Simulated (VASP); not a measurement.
Crystal: Os.

```
Os
1.0
     2.75221    0.00000    0.00000
    -1.37610    2.38348    0.00000
     0.00000    0.00000    4.34831
Os
2
Direct
  0.66667 0.33333 0.75000
  0.33333 0.66667 0.25000
```

Base run:

| Property | Result |
| --- | --- |
| Program | VASP 6.6.1 |
| Functional | BLYP |
| Potentials or basis | VASP PAW PBE potentials, release 64 (Os_sv_GW) |
| Cutoff | 560 eV |
| k mesh | 11 × 11 × 6 |
| Occupations | fermi-dirac, width 0.05 eV |
| Spin | no spin polarisation |

Its results: band gap on the k mesh zero (bands 16 and 17 overlap by 3.78 eV); pressure 17.3 GPa.

After a change of settings the same cell gave: band gap on the k mesh zero (bands 16 and 17 overlap by 3.78 eV); pressure -18.2 GPa. Which change was it?
A. functional from BLYP to r2SCAN; cutoff from 560 eV to 620 eV; dispersion from none to D3(BJ)
B. functional from BLYP to HSE06; cutoff from 560 eV to 420 eV; k mesh from 11 × 11 × 6 to 6 × 6 × 3
C. functional from BLYP to r2SCAN; cutoff from 560 eV to 620 eV; dispersion from none to rVV10
D. functional from BLYP to SVWN5

D.

SVWN5 binds more tightly than BLYP, so the same cell stands under less pressure.

Caveats: the PAW data sets were made with another functional, which shifts forces and pressure a little; spin-orbit coupling is left out, which moves the levels of the heavy elements; the cell stands under pressure (at least some runs); the cell stands under tension (at least some runs).
